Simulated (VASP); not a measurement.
A run of VASP 6.6.1:

The input INCAR:

```
SYSTEM = MgCd5Te6
PREC     = Accurate       ! precision mode
ENCUT    = 520            ! plane-wave cutoff, eV
EDIFF    = 1E-7           ! SCF threshold, eV
ISMEAR   = 0              ! smearing method
SIGMA    = 0.02           ! smearing width, eV
LREAL    = .False.        ! projectors in reciprocal space
LASPH    = .True.         ! aspherical terms in the spheres
NELM     = 60             ! most SCF steps
ALGO     = Normal         ! electronic algorithm
ISIF     = 2              ! what is computed and relaxed
LWAVE    = .False.        ! write WAVECAR
LCHARG   = .False.        ! write CHGCAR
GGA      = PE             ! functional
NBANDS   = 61             ! bands
```

Contents of KPOINTS:

```
Automatic mesh
0
Gamma
  6 6 2
  0 0 0
```

File POSCAR:

```
MgCd5Te6
1.0
    4.6644567950      0.0000000000      0.0000000000
   -2.3322283975      4.0395380793      0.0000000000
    0.0000000000      0.0000000000     22.8906652915
Mg Cd Te
1 5 6
Direct
    0.6666666667      0.3333333333      0.1656250726
    0.3333333333      0.6666666667      0.0021453674
    0.3333333333      0.6666666667      0.3317747345
    0.3333333333      0.6666666667      0.6667660814
    0.6666666667      0.3333333333      0.4991901967
    0.6666666667      0.3333333333      0.8343429746
    0.3333333333      0.6666666667      0.1274540847
    0.3333333333      0.6666666667      0.4570520228
    0.3333333333      0.6666666667      0.7921633681
    0.6666666667      0.3333333333      0.2891945095
    0.6666666667      0.3333333333      0.6245644055
    0.6666666667      0.3333333333      0.9597271621
```

Potentials or basis: VASP PAW PBE potentials, release 64 (Mg, Cd, Te).

Run with:

```sh
$ cat potpaw_PBE.64/Mg/POTCAR potpaw_PBE.64/Cd/POTCAR potpaw_PBE.64/Te/POTCAR > POTCAR
$ mpirun -np 1 vasp_std > vasp.out
```

Hardware: 1 thread of Intel Xeon 8259CL, on a shared host.

Estimate the wall time of this run.

Run time: 15 min on 1 thread of Intel Xeon 8259CL, on a shared host, peak memory 0.71 GiB. Counts: scf iterations 16, k points 14.
